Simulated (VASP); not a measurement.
Set up this calculation in VASP 6.6.1, as the native input.

- Task: relaxation of cell and atoms
- Functional: PBEsol
- Potentials or basis: VASP PAW PBE potentials, release 64 (Si)
- Cutoff: 500 eV
- k mesh: 8 × 8 × 8
- Occupations: fermi-dirac, width 0.02 eV
- Spin: no spin polarisation
- Dipole correction: no
- Further INCAR settings: ALGO = Normal; EDIFF = 1e-07; IBRION = 2; EDIFFG = -0.01; NSW = 80; ISIF = 3

The structure of Si lies in POSCAR:

```
Si
1.0
    0.0000000000      2.7135600000      2.7135600000
    2.7135600000      0.0000000000      2.7135600000
    2.7135600000      2.7135600000      0.0000000000
Si
2
Direct
    0.7500000000      0.7500000000      0.7500000000
    0.5000000000      0.5000000000      0.5000000000
```

The input as run:

INCAR

```
SYSTEM = Si
PREC     = Accurate       ! precision mode
ENCUT    = 500            ! plane-wave cutoff, eV
EDIFF    = 1E-7           ! SCF threshold, eV
ISMEAR   = -1             ! smearing method
SIGMA    = 0.02           ! smearing width, eV
LREAL    = .FALSE.        ! projectors in reciprocal space
LASPH    = .TRUE.         ! aspherical terms in the spheres
NELM     = 120            ! most SCF steps
ALGO     = Normal         ! electronic algorithm
ISIF     = 3              ! what is computed and relaxed
LWAVE    = .FALSE.        ! write WAVECAR
LCHARG   = .FALSE.        ! write CHGCAR
GGA      = PS             ! functional
IBRION   = 2              ! ionic algorithm
NSW      = 80             ! ionic steps
EDIFFG   = -0.01          ! ionic threshold
GGA_COMPAT= .FALSE.      
NELMIN   = 4
```

KPOINTS

```
Automatic mesh
0
G
  8 8 8
  0 0 0
```

Potentials or basis: VASP PAW PBE potentials, release 64 (Si).

Run with:

```bash
$ cat potpaw_PBE.64/Si/POTCAR > POTCAR
$ mpirun -np 1 vasp_std > vasp.out
```

Results of the run:

```yaml
Relaxed_volume: 20.08 Å³/atom
Relaxed_cell: a = 3.844 Å, b = 3.844 Å, c = 3.844 Å, α = 60.00°, β = 60.00°, γ = 60.00°
Space_group_after_relaxing_to_0.05_Å: Fd-3m (No. 227)
Energy_gained_by_relaxing: 0.1 meV/atom
Ionic_steps: 3
Pressure_after_relaxing: 0.0 GPa
Band_gap_on_the_k_mesh: 0.51 eV, indirect (least direct gap 2.52 eV)
```

Caveat: the PAW data sets were made with another functional, which shifts forces and pressure a little.

It took 9.6 s on 1 thread of Intel(R) Xeon(R) Platinum 8488C (Sapphire Rapids), on a shared host, peak memory 0.14 GiB.
